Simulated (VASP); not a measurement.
A run of VASP 6.6.1 is set up as follows.

Contents of INCAR:

```
SYSTEM = Tc
ALGO = Normal
EDIFF = 1E-7
ENCUT = 520
GGA = PE
ISIF = 2
ISMEAR = 1
IVDW = 12
LASPH = .True.
LCHARG = .True.
LELF = .True.
LREAL = .False.
LVHAR = .True.
LWAVE = .False.
NBANDS = 12
NELM = 100
PREC = Accurate
SIGMA = 0.2
```

KPOINTS

```
k-points
0
Gamma
  13 13 13
  0 0 0
```

POSCAR

```
Tc
1.0
    0.0000000000      1.9207018710      1.9207018710
    1.9207018710      0.0000000000      1.9207018710
    1.9207018710      1.9207018710      0.0000000000
Tc
1
Direct
    0.0000000000      0.0000000000      0.0000000000
```

Potentials or basis: VASP PAW PBE potentials, release 64 (Tc_pv).

Run with:

```console
$ cat potpaw_PBE.64/Tc_pv/POTCAR > POTCAR
$ mpirun -np 1 vasp_std > vasp.out
```

Question: Predict the dispersion energy per atom.

Answer: -0.643 eV.

Question: Predict the pressure.

Answer: -0.8 GPa.

Question: Estimate the band gap on the k mesh.

Answer: Zero (an odd number of electrons rules out a gap without spin polarisation).
